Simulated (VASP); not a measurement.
Runs of VASP 6.6.1 on K. The structure is cubic, space group Im-3m (No. 229). Conventional cell: a = 5.236 Å, b = 5.236 Å, c = 5.236 Å, α = 90.00°, β = 90.00°, γ = 90.00°. 

```tsv
task	level	spin	cell	k mesh	smearing	gap on the mesh (eV)	pressure (GPa)	moment (μB)
single point	PBE	collinear	as given	2 × 2 × 2	gaussian 0.1 eV	none	0.3	0.00
single point	PBE	non-collinear, zero start, SOC	as given	1 × 1 × 1	gaussian 0.1 eV	-	(a)	0.00
single point	PBE	off	as given	4 × 4 × 4, shifted	gaussian 0.1 eV	none	0.1	-
relaxation of volume and atoms at fixed shape	PBE+D3(BJ)	off	relaxed	2 × 2 × 2	fermi-dirac 0.025852 eV	none	0.0	-
```

Alike in all rows: potentials or basis VASP PAW PBE potentials, release 64 (K_sv); cutoff (eV) 500.

**Question.** Fill in the values left out.

**Answer.** (a) -0.7.

Caveats: all runs use coarse meshes.

A gap of «none» marks levels without a gap at the run's occupations.
